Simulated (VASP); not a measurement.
Crystal: ZnSn3.

```xyz
4
Lattice="0.0000 3.7007 3.7007 3.7007 0.0000 3.7007 3.7007 3.7007 0.0000" Properties=species:S:1:pos:R:3 pbc="T T T"
Zn    0.0000    0.0000    0.0000
Sn    1.8503    1.8503    1.8503
Sn    5.5510    5.5510    5.5510
Sn    3.7007    3.7007    3.7007
```

- Program: VASP 6.6.1
- Task: relaxation of volume and atoms at fixed shape
- Functional: LDA
- Potentials or basis: VASP PAW LDA potentials, release 64 (Zn, Sn_d)
- Cutoff: 600 eV
- k mesh: 6 × 6 × 6
- Occupations: methfessel-paxton, width 0.1 eV
- Spin: no spin polarisation

At the start: pressure -4.2 GPa; volume 25.34 Å³/atom.

Question: How do energy, volume and symmetry change on relaxing?

Answer: Over 3 steps the energy falls by 29.5 meV/atom and the volume is 23.29 Å³/atom (-8.1 %); space group Fm-3m (No. 225, to 0.05 Å).

Step by step:
```tsv
step	energy change (eV)	largest force (eV/Å)	pressure (GPa)	volume (Å³)
1	0.0000	0.0000	-4.25	101.36
2	-0.1139	0.0000	0.96	91.82
3	-0.1180	0.0000	0.00	93.17
```

Final structure:
```
Zn Sn
1.0
     0.00000    3.59823    3.59823
     3.59823    0.00000    3.59823
     3.59823    3.59823    0.00000
Zn Sn
1 3
Direct
  0.00000 0.00000 0.00000
  0.25000 0.25000 0.25000
  0.75000 0.75000 0.75000
  0.50000 0.50000 0.50000
```
